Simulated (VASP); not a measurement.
# InP (F-43m) in VASP: settings compared, part 2 of 2

VASP 6.6.1. Earlier steps stand in the parts before.

### Step 3. Single point, BLYP

This run uses another cell than the first one, of 28.03 Å³/atom, 1.114 times its volume.

The input, INCAR:

```
PREC = Accurate
ENCUT = 500
EDIFF = 1E-6
ISMEAR = -1
SIGMA = 0.05
LREAL = False
LASPH = True
NELM = 120
ALGO = Normal
ISIF = 2
LWAVE = False
LCHARG = False
GGA = B5
ALDAX = 1.0
AGGAX = 1.0
AGGAC = 1.0
ALDAC = 0.0
NBANDS = 16
GGA_COMPAT = False
```

The input, KPOINTS:

```
Automatic mesh
0
Gamma
  8 8 8
```

The input, POSCAR:

```
InP
1.0
    0.0000000000      3.0377013590      3.0377013590
    3.0377013590      0.0000000000      3.0377013590
    3.0377013590      3.0377013590      0.0000000000
In P
1 1
Direct
    0.0000000000      0.0000000000      0.0000000000
    0.7500000000      0.7500000000      0.7500000000
```

Potentials or basis: VASP PAW PBE potentials, release 64 (In_d, P).

Launch:

```bash
$ cat potpaw_PBE.64/In_d/POTCAR potpaw_PBE.64/P/POTCAR > POTCAR
$ mpirun -np 1 vasp_std > vasp.out
```

OUTCAR:

```text
PREC = Accurate
   ENCUT = 500
   EDIFF = 1E-6
   ISMEAR = -1
   LREAL = False
   LASPH = True
   NELM = 120
   ISIF = 2
   GGA = B5

 ion  position               nearest neighbor table
   1  0.000  0.000  0.000-   2 2.63   2 2.63   2 2.63   2 2.63
   2  0.750  0.750  0.750-   1 2.63   1 2.63   1 2.63   1 2.63

  LATTYP: Found a face centered cubic cell.
 ALAT       =     6.0754027180

  Lattice vectors:

 A1 = (   0.0000000000,   3.0377013590,   3.0377013590)
 A2 = (   3.0377013590,   0.0000000000,   3.0377013590)
 A3 = (   3.0377013590,   3.0377013590,   0.0000000000)

Analysis of symmetry for initial positions (statically):
=====================================================================
 Subroutine PRICEL returns:
 Original cell was already a primitive cell.

 Routine SETGRP: Setting up the symmetry group for a
 face centered cubic supercell.

 Subroutine GETGRP returns: Found 24 space group operations
 (whereof 24 operations were pure point group operations)
 out of a pool of 48 trial point group operations.

The static configuration has the point symmetry T_d .

Analysis of symmetry for dynamics (positions and initial velocities):
=====================================================================
 Subroutine PRICEL returns:
 Original cell was already a primitive cell.

 Routine SETGRP: Setting up the symmetry group for a
 face centered cubic supercell.

 Subroutine GETGRP returns: Found 24 space group operations
 (whereof 24 operations were pure point group operations)
 out of a pool of 48 trial point group operations.

The dynamic configuration has the point symmetry T_d .

 Subroutine INISYM returns: Found 24 space group operations
 (whereof 24 operations are pure point group operations),
 and found     1 'primitive' translations

----------------------------------------------------------------------------------------

[... 109 lines left out ...]
   IALGO  =     38    algorithm
   IMIX   =      4    mixing-type and parameters
     AMIX     =   0.40;   BMIX     =  1.00
     AMIX_MAG =   1.60;   BMIX_MAG =  1.00
  volume/ion in A,a.u.               =      28.03       189.16
  Fermi-wavevector in a.u.,A,eV,Ry     =   1.121013  2.118407 17.098031  1.256670
  Thomas-Fermi vector in A             =   2.257663
   LORBIT       =      0    0 simple, 1 ext, 2 COOP (PROOUT), +10 PAW based schemes
   GGA     = B5    functional components
   LHFCALC =     F    Hartree Fock is set to
   AEXX    =    0.0000 exact exchange contribution
   IVDW    =     0    specifies the selected vdW correction
   LEPSILON=     F    determine dielectric tensor
   LRPA    =     F    only Hartree local field effects (RPA)
 non-spin polarized calculation
  energy-cutoff  :      500.00
  volume of cell :       56.06
 maximum number of plane-waves:      1436
   NGX = 15   NGY = 15   NGZ = 15

 number of electron      17.9999991 magnetization

 Free energy of the ion-electron system (eV)
  ---------------------------------------------------
  ext. energy  EPLUGINS =         0.00000000
  ---------------------------------------------------
  free energy    TOTEN  =        -7.16562310 eV

  energy without entropy =       -7.16499602  energy(sigma->0) =       -7.16530956

 E-fermi :   4.5705     XC(G=0):  -8.2705

 val. band max:        4.5136039826   @ k =   0.0000   0.0000   0.0000
 cond. band min:       5.6670508081   @ k =   0.1250   0.0000   0.0000
 fundamental gap:      1.1534468255
 Fermi energy:         4.5705493088

 k-point     1 :       0.0000    0.0000    0.0000
  band No.  band energies     occupation
      1      -9.5542      2.00000
      2      -9.5542      2.00000
      3      -9.5542      2.00000
      4      -9.4470      2.00000
      5      -9.4470      2.00000
      6      -6.3473      2.00000
[... 433 lines left out ...]
      3      -9.5073      2.00000
      4      -9.4500      2.00000
      5      -9.4381      2.00000
      6      -4.7131      2.00000
[... 8 lines left out ...]
     15      14.9928      0.00000
     16      15.5080      0.00000

 [... further k-points ...]

------------------------ aborting loop because EDIFF is reached ----------------------------------------

  FORCE on cell =-STRESS in cart. coord.  units (eV):
  Direction    XX          YY          ZZ          XY          YZ          ZX
  --------------------------------------------------------------------------------------
  -------------------------------------------------------------------------------------
  Total       -0.0126372     -0.0126372     -0.0126372      0.0000000     -0.0000000      0.0000000
  in kB       -0.3611582     -0.3611582     -0.3611582      0.0000000     -0.0000000      0.0000000
  external PRESSURE =      -0.3611582 kB  Pullay stress =       0.0000000 kB

 VOLUME and BASIS-vectors are now :
 -----------------------------------------------------------------------------
  energy-cutoff  :      500.00
  volume of cell :       56.06
      direct lattice vectors                 reciprocal lattice vectors
     0.000000000  3.037701359  3.037701359    -0.164598142  0.164598142  0.164598142
     3.037701359  0.000000000  3.037701359     0.164598142 -0.164598142  0.164598142
     3.037701359  3.037701359  0.000000000     0.164598142  0.164598142 -0.164598142

 POSITION                                       TOTAL-FORCE (eV/Angst)
 -----------------------------------------------------------------------------------
      0.00000      0.00000      0.00000         0.000000      0.000000      0.000000
      4.55655      4.55655      4.55655        -0.000000     -0.000000     -0.000000
 -----------------------------------------------------------------------------------
    total drift:                                0.000000      0.000000     -0.000000

  FREE ENERGIE OF THE ION-ELECTRON SYSTEM (eV)
  ---------------------------------------------------
  free  energy   TOTEN  =        -7.1656230987 eV

  energy  without entropy=       -7.1649960161  energy(sigma->0) =       -7.16530956
```

It took 22 s on 1 thread of Intel Xeon Platinum 8488C (Sapphire Rapids), shared host; peak memory 0.18 GiB.

What came out:

| Quantity | Value |
| --- | --- |
| Free energy | -7.1656 eV |
| Pressure | 0.0 GPa |

Caveat: the PAW data sets were made with another functional, which shifts forces and pressure a little; spin-orbit coupling is left out, which moves the levels of the heavy elements.

### Step 4. Single point, PBE

The input, INCAR:

```
  ALGO = Normal
  EDIFF = 1E-6
  ENCUT = 500
  GGA = PE
  GGA_COMPAT = F
  ISIF = 2
  ISMEAR = -1
  LASPH = T
  LCHARG = F
  LREAL = F
  LWAVE = F
  NBANDS = 16
  NELM = 120
  PREC = Accurate
  SIGMA = 0.05
```

The input, KPOINTS:

```
k-points
0
Gamma
  6 6 6
```

The input, POSCAR:

```
InP
1.0
    0.0000000000      2.9305000000      2.9305000000
    2.9305000000      0.0000000000      2.9305000000
    2.9305000000      2.9305000000      0.0000000000
In P
1 1
Direct
    0.0000000000      0.0000000000      0.0000000000
    0.7500000000      0.7500000000      0.7500000000
```

Launch:

```bash
$ cat potpaw_PBE.64/In_d/POTCAR potpaw_PBE.64/P/POTCAR > POTCAR
$ mpirun -np 1 vasp_std > vasp.out
```

It took 14 s on 1 thread of Intel Xeon 6975P-C, shared host; peak memory 0.17 GiB.

The run converged. Its results:

```yaml
Free_energy: -8.3701 eV
Pressure: 3.3 GPa
Band_gap_on_the_k_mesh: 0.71 eV, direct
```

Levels at points of the mesh, in eV from the valence-band top:
```csv
k point,band 5,band 6,band 7,band 8,band 9,band 10,band 11,band 12,band 13,band 14
"(0.00, 0.00, 0.00)",-14.04,-11.52,0.00,0.00,0.00,0.71,4.09,4.09,4.09,8.58
"(0.50, 0.00, 0.00)",-14.03,-9.79,-5.73,-0.97,-0.97,1.50,4.81,4.81,7.10,9.48
"(0.50, 0.50, 0.00)",-14.01,-9.14,-5.75,-2.32,-2.32,1.76,2.27,9.21,9.59,9.59
```

Caveat: spin-orbit coupling is left out, which moves the levels of the heavy elements.

### Step 5. Single point, PBE

The input, INCAR:

```
PREC = Accurate
ENCUT = 520
EDIFF = 1E-6
ISMEAR = -1
SIGMA = 0.02
LREAL = False
LASPH = True
NELM = 100
ALGO = Normal
ISIF = 2
LWAVE = False
LCHARG = True
GGA = PE
LELF = True
LVHAR = True
NBANDS = 16
```

The input, KPOINTS:

```
regular mesh
0
Gamma
  4 4 4
```

POSCAR is that of step 4.

Launch:

```bash
$ cat potpaw_PBE.64/In_d/POTCAR potpaw_PBE.64/P/POTCAR > POTCAR
$ mpirun -np 1 vasp_std > vasp.out
```

It took 4.7 s on 1 thread of Intel Xeon 6975P-C (Granite Rapids), shared host; peak memory 0.17 GiB.

Results (log left out):

```
Free energy            : -8.2721 eV
Pressure               : 3.5 GPa
Band gap on the k mesh : 0.70 eV, direct
```

Levels at points of the mesh, in eV from the valence-band top:
```csv
k point,band 6,band 7,band 8,band 9,band 10,band 11,band 12,band 13
"(0.00, 0.00, 0.00)",-11.52,0.00,0.00,0.00,0.70,4.06,4.06,4.06
"(0.50, 0.00, 0.00)",-9.79,-5.75,-0.98,-0.98,1.48,4.78,4.78,7.09
"(0.50, 0.50, 0.00)",-9.14,-5.77,-2.33,-2.33,1.74,2.25,9.22,9.58
```

Caveat: the k points lie up to 0.46 Å⁻¹ apart; spin-orbit coupling is left out, which moves the levels of the heavy elements.

### Step 6. Overview

```tsv
level	cell	k mesh	cutoff (eV)	smearing	gap on the mesh (eV)	pressure (GPa)
PBE	a = 4.144 Å, angles 60.0°, 2 atoms	6 × 6 × 6	500	fermi-dirac 0.06 eV	0.71	3.3
BLYP	a = 4.296 Å, angles 60.0°, 2 atoms	8 × 8 × 8	500	fermi-dirac 0.05 eV	-	0.0
PBE	a = 4.144 Å, angles 60.0°, 2 atoms	6 × 6 × 6	500	fermi-dirac 0.05 eV	0.71	3.3
PBE	a = 4.144 Å, angles 60.0°, 2 atoms	4 × 4 × 4	520	fermi-dirac 0.02 eV	0.70	3.5
```

Alike in all rows: task single point; potentials or basis VASP PAW PBE potentials, release 64 (In_d, P); no spin polarisation.

Caveats: some runs use coarse meshes; spin-orbit coupling is left out, which moves the levels of the heavy elements; the PAW data sets were made with another functional, which shifts forces and pressure a little (some runs).

Absolute energies hang on the potentials; compare differences alone.
